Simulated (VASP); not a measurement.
Write the native input for VASP 6.6.1 that does the following.

```
Task                   : relaxation of cell and atoms
Functional             : PBEsol
Potentials or basis    : VASP PAW PBE potentials, release 64 (Cs_sv, Cl)
Cutoff                 : 500 eV
k mesh                 : 6 × 6 × 6
Occupations            : gaussian, width 0.01 eV
Spin                   : no spin polarisation
Dipole correction      : no
Further INCAR settings : ALGO = Normal; EDIFF = 1e-07; IBRION = 2; EDIFFG = -0.002; NSW = 100; ISIF = 3
```

The structure of CsCl lies in POSCAR:

```
CsCl
1.0
    4.1230000000      0.0000000000      0.0000000000
    0.0000000000      4.1230000000      0.0000000000
    0.0000000000      0.0000000000      4.1230000000
Cs Cl
1 1
Direct
    0.0000000000      0.0000000000      0.0000000000
    0.5000000000      0.5000000000      0.5000000000
```

One way to write it, as run:

INCAR

```
SYSTEM = CsCl
PREC = Accurate
ENCUT = 500
EDIFF = 1E-7
ISMEAR = 0
SIGMA = 0.01
LREAL = .False.
LASPH = .True.
NELM = 120
ALGO = Normal
ISIF = 3
LWAVE = .False.
LCHARG = .False.
GGA = PS
IBRION = 2
NSW = 100
EDIFFG = -0.002
GGA_COMPAT = .False.
NELMIN = 4
```

KPOINTS

```
regular mesh
0
Gamma
  6 6 6
  0 0 0
```

Potentials or basis: VASP PAW PBE potentials, release 64 (Cs_sv, Cl).

The run is started by

```console
$ cat potpaw_PBE.64/Cs_sv/POTCAR potpaw_PBE.64/Cl/POTCAR > POTCAR
$ mpirun -np 1 vasp_std > vasp.out
```

It gave:

| Item | Value |
| --- | --- |
| Relaxed volume | 33.75 Å³/atom |
| Relaxed cell | a = 4.072 Å, b = 4.072 Å, c = 4.072 Å, α = 90.00°, β = 90.00°, γ = 90.00° |
| Space group after relaxing (to 0.1 Å) | Pm-3m (No. 221) |
| Energy gained by relaxing | 2.7 meV/atom |
| Ionic steps | 4 |
| Pressure after relaxing | 0.0 GPa |
| Band gap on the k mesh | 5.22 eV |

Caveat: the PAW data sets were made with another functional, which shifts forces and pressure a little; spin-orbit coupling is left out, which moves the levels of the heavy elements.

It took 34 s on 1 thread of Intel(R) Xeon(R) Platinum 8259CL CPU @ 2.50GHz (Skylake/Cascade Lake), on a shared host, peak memory 0.17 GiB.
